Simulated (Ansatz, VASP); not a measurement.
## One calculation of Ge3Se5, two programs

```xyz
8
Lattice="-3.4600 3.4600 3.4600 3.4600 -3.4600 3.4600 3.4600 3.4600 -3.4600" Properties=species:S:1:pos:R:3 pbc="T T T"
Ge    3.4600    0.0000    0.0000
Ge    0.0000    0.0000    3.4600
Ge    0.0000    3.4600    0.0000
Se    0.0000    0.0000    0.0000
Se    1.7300    1.7300   -1.7300
Se    1.7300   -1.7300    1.7300
Se   -1.7300    1.7300    1.7300
Se    1.7300    1.7300    1.7300
```

Change from the starting cell: species swapped into the Fe5Co3 type (Im-3m, No. 229).

Alike in both runs: functional PBE; k mesh 4 × 4 × 4; occupations gaussian, width 0.1 eV; no spin polarisation.

Ansatz relaxed the structure, and its values are those at the end. VASP's run is a single point on that final structure, the one shown.

|  | VASP | Ansatz |
| --- | --- | --- |
| version | VASP 6.6.1 | Ansatz 0.2.0 |
| potentials or method | VASP PAW PBE potentials, release 64 (Ge_d, Se), cutoff 520 eV | scalar-relativistic, plane waves, PAW |
| valence electrons in the cell | 72 | 122 |

VASP gave:

```
gap on the k mesh at the Fermi level (eV) : none
pressure (GPa)                            : 0.1
```

Problem. What did Ansatz give for the same quantities?

Solution. gap on the k mesh at the Fermi level (eV): none; pressure (GPa): 0.0.

A gap of «none» marks a metal or a gap that the smearing closes. With one functional, cell and mesh, what is left measures potentials, basis and numerics. VASP's potentials hold 72 valence electrons a cell and Ansatz's 122, so a difference there can come from the potentials and not from the codes.
